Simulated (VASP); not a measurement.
Write the native input for VASP 6.6.1 that does the following.

```
Task                   : single point
Functional             : PBE
Potentials or basis    : VASP PAW PBE potentials, release 64 (Hg, O)
Cutoff                 : 520 eV
k mesh                 : 7 × 7 × 7
Occupations            : fermi-dirac, width 0.0612256 eV
Spin                   : no spin polarisation
Dipole correction      : no
Further INCAR settings : ALGO = Normal; EDIFF = 1e-06; NBANDS = 53
```

The structure of Hg2O3 lies in POSCAR:

```
Hg2O3
1.0
    5.3444491896      0.0000000000      0.0000000000
    0.0000000000      5.3444491896      0.0000000000
    0.0000000000      0.0000000000      5.3444491896
Hg O
4 6
Direct
    0.2500000000      0.2500000000      0.2500000000
    0.7500000000      0.7500000000      0.2500000000
    0.7500000000      0.2500000000      0.7500000000
    0.2500000000      0.7500000000      0.7500000000
    0.5000000000      0.0000000000      0.0000000000
    0.0000000000      0.5000000000      0.0000000000
    0.0000000000      0.0000000000      0.5000000000
    0.5000000000      0.5000000000      0.0000000000
    0.5000000000      0.0000000000      0.5000000000
    0.0000000000      0.5000000000      0.5000000000
```

The input as run:

INCAR

```
ALGO     = Normal         # electronic algorithm
EDIFF    = 1E-6           # SCF threshold, eV
ENCUT    = 520            # plane-wave cutoff, eV
GGA      = PE             # functional
ISIF     = 2              # what is computed and relaxed
ISMEAR   = -1             # smearing method
LASPH    = T              # aspherical terms in the spheres
LCHARG   = T              # write CHGCAR
LELF     = T              # ELF
LREAL    = F              # projectors in reciprocal space
LVHAR    = T            
LWAVE    = F              # write WAVECAR
NBANDS   = 53             # bands
NELM     = 80             # most SCF steps
PREC     = Accurate       # precision mode
SIGMA    = 0.06122561905347299 # smearing width, eV
```

KPOINTS

```
k-points
0
Gamma
  7 7 7
```

Potentials or basis: VASP PAW PBE potentials, release 64 (Hg, O).

The run is started by

```bash
$ cat potpaw_PBE.64/Hg/POTCAR potpaw_PBE.64/O/POTCAR > POTCAR
$ mpirun -np 1 vasp_std > vasp.out
```

Results of the run:

```yaml
Pressure: 1.2 GPa
Band_gap_on_the_k_mesh: zero (bands 42 and 43 overlap by 0.10 eV)
```

Caveat: semilocal functionals underestimate gaps, so a narrow gap can read as zero; spin-orbit coupling is left out, which moves the levels of the heavy elements.

Wall time 3.1 min on 1 thread of Intel Xeon 8259CL (shared host), peak memory 0.31 GiB.
